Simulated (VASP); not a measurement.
# LaAl2Cl: single point with PBE

LaAl2Cl:

```xyz
4
Lattice="4.8452 0.0000 0.0000 -2.4226 4.1961 0.0000 0.0000 0.0000 5.3798" Properties=species:S:1:pos:R:3 pbc="T T T"
La    0.0000    0.0000    0.0000
Al    0.0000    2.7974    2.6899
Al    2.4226    1.3987    2.6899
Cl    0.0000    0.0000    2.6899
```

The cell was generated, and may not be a known phase.

* Program: VASP 6.6.1
* Task: single point
* Functional: PBE
* Potentials or basis: VASP PAW PBE potentials, release 64 (La, Al, Cl)
* Cutoff: 520 eV
* k mesh: 12 × 12 × 10
* Occupations: gaussian, width 0.1 eV
* Spin: no spin polarisation
* Dipole correction: no
* Further INCAR settings: ALGO = Normal; EDIFF = 1e-06; NBANDS = 20

```json
{
 "Pressure": "0.0 GPa",
 "Band gap on the k mesh": "zero (bands 12 and 13 overlap by 1.50 eV)"
}
```

Stress tensor (GPa, compression positive):
```
 0.01  0.00  0.00
 0.00  0.01  0.00
 0.00  0.00 -0.14
```

Levels at points of the mesh, in eV from the Fermi level:
```tsv
k point	band 9	band 10	band 11	band 12	band 13	band 14	band 15	band 16
(0.00, 0.00, 0.00)	-5.40	-1.24	-1.24	-0.52	0.07	0.16	0.99	0.99
(0.50, 0.00, 0.00)	-4.24	-1.98	-1.55	0.52	0.72	0.87	0.99	1.21
(0.00, 0.00, 0.50)	-5.85	-2.63	-0.88	-0.88	0.69	0.96	0.96	0.99
(0.50, 0.00, 0.50)	-3.91	-1.65	-1.12	-1.09	1.04	1.05	1.06	1.13
```

It took 2.9 min on 1 thread of Intel(R) Xeon(R) Platinum 8259CL CPU @ 2.50GHz (Skylake/Cascade Lake), with other jobs on the host, peak memory 0.44 GiB.

Caveat: spin-orbit coupling is left out, which moves the levels of the heavy elements.
